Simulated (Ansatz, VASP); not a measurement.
MoP: VASP beside Ansatz

```
Mo P
1.0
     3.19523    0.00000    0.00000
     0.00000    3.24104    0.00000
     0.00000    0.00000   24.35609
Mo P
4 4
Cartesian
  0.0000 1.6205 7.6999
  0.0000 0.0000 10.2517
  0.0000 1.6205 13.1134
  0.0000 0.0000 15.8512
  1.5976 0.0000 8.3525
  1.5976 1.6205 11.2240
  1.5976 0.0000 14.0317
  1.5976 1.6205 16.9000
```

Alike in both runs: functional PBE; k mesh 11 × 11 × 1; occupations gaussian, width 0.1 eV; no spin polarisation.

Ansatz relaxed the structure, and its values are those at the end. VASP's run is a single point on that final structure, the one shown.

|  | VASP | Ansatz |
| --- | --- | --- |
| version | VASP 6.6.1 | Ansatz 0.2.0 |
| potentials or method | VASP PAW PBE potentials, release 64 (Mo_sv, P), cutoff 520 eV | scalar-relativistic, plane waves, PAW |
| valence electrons in the cell | 76 | 76 |

VASP gave:

```
gap on the k mesh at the Fermi level (eV)  : none
rms of the force components (eV/Å)         : 0.006
work function, face that differs most (eV) : 5.26
```

Question: What did Ansatz give for the same quantities?

Answer: gap on the k mesh at the Fermi level (eV): none; rms of the force components (eV/Å): 0.006; work function, face that differs most (eV): 5.27.

A gap of «none» marks a metal or a gap that the smearing closes. Ansatz's warnings: xc potential rough in thin density.
